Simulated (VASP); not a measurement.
# Ga3Sb: single point with PBE+D3(BJ)

Ga3Sb:

```
Ga Sb
1.0
    -2.14256    2.14256    4.73013
     2.14256   -2.14256    4.73013
     2.14256    2.14256   -4.73013
Ga Sb
3 1
Direct
  0.75000 0.25000 0.50000
  0.25000 0.75000 0.50000
  0.50000 0.50000 0.00000
  0.00000 0.00000 0.00000
```

| Quantity | Value |
| --- | --- |
| Program | VASP 6.6.1 |
| Task | single point |
| Functional | PBE |
| Dispersion | D3(BJ) |
| Potentials or basis | VASP PAW PBE potentials, release 64 (Ga_d, Sb) |
| Cutoff | 520 eV |
| k mesh | 14 × 14 × 14 |
| Occupations | gaussian, width 0.15 eV |
| Spin | no spin polarisation |

The pressure is -2.1 GPa. The band gap on the k mesh is zero (bands 22 and 23 overlap by 4.40 eV). The dispersion energy per atom is -0.343 eV.

Stress tensor (GPa, compression positive):
```
-1.94  0.00  0.00
 0.00 -1.94  0.00
 0.00  0.00 -2.45
```

Levels at points of the mesh, in eV from the Fermi level:
```csv
k point,band 20,band 21,band 22,band 23,band 24,band 25
"(0.00, 0.00, 0.00)",-1.83,-1.79,-1.79,-0.28,-0.28,0.99
"(0.50, 0.00, 0.00)",-0.91,-0.46,-0.18,0.49,1.59,2.77
"(0.50, 0.50, 0.00)",-4.78,-4.12,-0.62,-0.04,0.27,1.05
"(0.50, 0.50, 0.50)",-2.96,-2.36,2.13,2.67,2.67,3.93
```

Run time: 22 min on 1 thread of Oxide Virtual Turin-like Processor, with other jobs on the host, peak memory 0.62 GiB.

Caveat: spin-orbit coupling is left out, which moves the levels of the heavy elements.
